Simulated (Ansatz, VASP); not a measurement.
**TiAl3: VASP beside Ansatz**

INCAR

```
PREC = Accurate
ENCUT = 520
EDIFF = 1E-6
ISMEAR = 0
SIGMA = 0.1
LREAL = Auto
LASPH = T
NELM = 80
ALGO = Fast
ISIF = 2
LWAVE = F
LCHARG = F
GGA = PS
NBANDS = 56
```

The input KPOINTS:

```
regular mesh
0
Gamma
  12 12 4
```

The input POSCAR:

```
TiAl3
1.0
    3.9483448106      0.0000000000      0.0000000000
    0.0000000000      3.9483448106      0.0000000000
    0.0000000000      0.0000000000     16.1213498411
Ti Al
4 12
Direct
    0.0000000000      0.0000000000      0.0079299002
    0.0000000000      0.0000000000      0.2442466993
    0.5000000000      0.0000000000      0.6307533007
    0.5000000000      0.0000000000      0.8670700998
    0.5000000000      0.5000000000     -0.0050557013
    0.5000000000      0.0000000000      0.1238074101
    0.0000000000      0.5000000000      0.1238290904
    0.5000000000      0.5000000000      0.2490130177
    0.5000000000      0.0000000000      0.3704780009
    0.0000000000      0.5000000000      0.3748819859
    0.0000000000      0.0000000000      0.5045219991
    0.5000000000      0.5000000000      0.5001180141
    0.0000000000      0.5000000000      0.6259869823
    0.0000000000      0.0000000000      0.7511925899
    0.5000000000      0.5000000000      0.7511709096
    0.0000000000      0.5000000000      0.8800557013
```

Input for Ansatz:

```yaml
crystal:
  lattice:
    - [3.9483448106, 0.0, 0.0]
    - [0.0, 3.9483448106, 0.0]
    - [0.0, 0.0, 16.1213498411]
  atoms:
    - { symbol: Ti, position: [0.0, 0.0, 0.0079299002] }
    - { symbol: Al, position: [0.5, 0.5, -0.0050557013] }
    - { symbol: Al, position: [0.5, 0.0, 0.1238074101] }
    - { symbol: Al, position: [0.0, 0.5, 0.1238290904] }
    - { symbol: Ti, position: [0.0, 0.0, 0.2442466993] }
    - { symbol: Al, position: [0.5, 0.5, 0.2490130177] }
    - { symbol: Al, position: [0.5, 0.0, 0.3704780009] }
    - { symbol: Al, position: [0.0, 0.5, 0.3748819859] }
    - { symbol: Al, position: [0.0, 0.0, 0.5045219991] }
    - { symbol: Al, position: [0.5, 0.5, 0.5001180141] }
    - { symbol: Ti, position: [0.5, 0.0, 0.6307533007] }
    - { symbol: Al, position: [0.0, 0.5, 0.6259869823] }
    - { symbol: Al, position: [0.0, 0.0, 0.7511925899] }
    - { symbol: Al, position: [0.5, 0.5, 0.7511709096] }
    - { symbol: Ti, position: [0.5, 0.0, 0.8670700998] }
    - { symbol: Al, position: [0.0, 0.5, 0.8800557013] }
basis:
  ecutwfc: 420
kpoints:
  mp_grid: { grid: [12, 12, 4] }
hamiltonian:
  xc: pbesol
scf:
  occupations: { method: gaussian, width: 0.1 }
output:
  forces: true
  stress: true
  eigenvalues: true
  write_density: true
  write_potential: true
  elf: true
  volumetric_format: npy
```

Alike in both runs: task single point; functional PBEsol; k mesh 12 × 12 × 4; occupations gaussian, width 0.1 eV; no spin polarisation.

```csv
,VASP,Ansatz
version,VASP 6.6.1,Ansatz 0.2.0
potentials or method,"VASP PAW PBE potentials, release 64 (Ti_sv, Al), cutoff 520 eV","scalar-relativistic, plane waves, PAW"
valence electrons in the cell,84,84
```

|  | VASP | Ansatz | Ansatz less VASP |
| --- | --- | --- | --- |
| gap on the k mesh at the Fermi level (eV) | none | none | - |
| pressure (GPa) | -0.7 | -0.7 | -0.07 |
| rms of the force components (eV/Å) | 0.011 | 0.011 | +0.0001 |

VASP's potentials were made for PBE, not for PBEsol. A gap of «none» marks a metal or a gap that the smearing closes.
